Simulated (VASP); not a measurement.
Runs of VASP 6.6.1 on Ag. The structure is that of space group I4/mmm (No. 139), or close to it. The cells are those of the table. 

```csv
cell,gap on the mesh (eV),pressure (GPa)
"a = 2.941 Å, angles 111.5, 111.5, 105.5°, 1 atom",none,-8.2
"a = 2.764 Å, angles 106.4, 106.4, 115.8°, 1 atom",none,10.3
"a = 2.732 Å, angles 105.4, 105.4, 118.0°, 1 atom",none,(a)
"a = 2.798 Å, angles 107.4, 107.4, 113.6°, 1 atom",none,4.4
```

Alike in all rows: task single point; level r2SCAN; potentials or basis VASP PAW PBE potentials, release 64 (Ag); no spin polarisation; k mesh 20 × 20 × 20; cutoff (eV) 520; smearing gaussian 0.15 eV.

Problem. Estimate the missing entries.

Solution. (a) 18.4.

Caveats: the PAW data sets were made with another functional, which shifts forces and pressure a little; the cell stands under pressure (at least some runs); the cell stands under tension (at least some runs).

A k mesh can miss the band edges, and the runs leave out spin-orbit coupling on Ag.

A gap of «none» marks levels without a gap at the run's occupations.
